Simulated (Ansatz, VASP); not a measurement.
## Two plane-wave programs on B2Pt2Cl

```
B Pt Cl
1.0
     3.78951    0.00000    0.00000
     0.00000    3.78951    0.00000
     0.00000    0.00000    7.18703
B Pt Cl
2 2 1
Cartesian
  1.8948 0.0000 2.3127
  0.0000 1.8948 2.3127
  1.8948 0.0000 4.1762
  0.0000 1.8948 4.1762
  0.0000 0.0000 6.2361
```

Alike in both runs: functional PBE; k mesh 4 × 4 × 4; occupations gaussian, width 0.1 eV; no spin polarisation.

Ansatz relaxed the structure, and its values are those at the end. VASP's run is a single point on that final structure, the one shown.

```csv
,VASP,Ansatz
version,VASP 6.6.1,Ansatz 0.2.0
potentials or method,"VASP PAW PBE potentials, release 64 (B, Pt, Cl), cutoff 520 eV","scalar-relativistic, plane waves, PAW"
valence electrons in the cell,33,49
```

Ansatz gave:

```
gap on the k mesh at the Fermi level (eV) : none
pressure (GPa)                            : -0.1
rms of the force components (eV/Å)        : 0.016
```

Which values does VASP return?

gap on the k mesh at the Fermi level (eV): none; pressure (GPa): -0.1; rms of the force components (eV/Å): 0.049.

A gap of «none» marks a metal or a gap that the smearing closes. VASP's potentials hold 33 valence electrons a cell and Ansatz's 49, so a difference there can come from the potentials and not from the codes.

The k mesh is coarse, so the values compare programs but aren't converged. Neither program's run includes spin-orbit coupling.
